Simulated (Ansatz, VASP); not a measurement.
**Two plane-wave programs on BN**

File INCAR:

```
ALGO = Normal
EDIFF = 1E-7
ENCUT = 520
GGA = PE
ISIF = 2
ISMEAR = 0
LASPH = True
LCHARG = False
LREAL = False
LWAVE = False
NBANDS = 16
NELM = 100
PREC = Accurate
SIGMA = 0.05
```

Contents of KPOINTS:

```
k-points
0
Gamma
  12 12 6
```

File POSCAR:

```
BN
1.0
    2.5545800960      0.0000000000      0.0000000000
   -1.2772900480      2.2123312591      0.0000000000
    0.0000000000      0.0000000000      4.2245145352
B N
2 2
Direct
    0.6666666667      0.3333333333      0.9998058547
    0.3333333333      0.6666666667      0.4998058547
    0.6666666667      0.3333333333      0.5719335876
    0.3333333333      0.6666666667      0.1251941453
```

Input for Ansatz:

```yaml
crystal:
  lattice:
    - [2.554580096, 0.0, 0.0]
    - [-1.277290048, 2.2123312591, 0.0]
    - [0.0, 0.0, 4.2245145352]
  atoms:
    - { symbol: B, position: [0.6666666667, 0.3333333333, 0.9998058547] }
    - { symbol: B, position: [0.3333333333, 0.6666666667, 0.4998058547] }
    - { symbol: "N", position: [0.6666666667, 0.3333333333, 0.5719335876] }
    - { symbol: "N", position: [0.3333333333, 0.6666666667, 0.1251941453] }
basis:
  ecutwfc: 420
kpoints:
  mp_grid: { grid: [12, 12, 6] }
hamiltonian:
  xc: pbe
scf:
  occupations: { method: gaussian, width: 0.05 }
output:
  forces: true
  stress: true
  eigenvalues: true
```

Alike in both runs: task single point; functional PBE; k mesh 12 × 12 × 6; occupations gaussian, width 0.05 eV; no spin polarisation.

```csv
,VASP,Ansatz
version,VASP 6.6.1,Ansatz 0.2.0
potentials or method,"VASP PAW PBE potentials, release 64 (B, N), cutoff 520 eV","scalar-relativistic, plane waves, PAW"
valence electrons in the cell,16,16
```

|  | VASP | Ansatz | Ansatz less VASP |
| --- | --- | --- | --- |
| gap on the k mesh at the Fermi level (eV) | 4.95 | 4.96 | +0.007 |
| least direct gap on the mesh (eV) | 6.38 | 6.38 | -0.001 |
| pressure (GPa) | 8.8 | 8.6 | -0.25 |
| traceless stress, the component that is largest in VASP (GPa) | 6.24 | 6.41 | +0.160 |
| rms of the force components (eV/Å) | 2.247 | 2.243 | -0.0039 |

Atom by atom the forces differ by 0.007 eV/Å (rms over components).
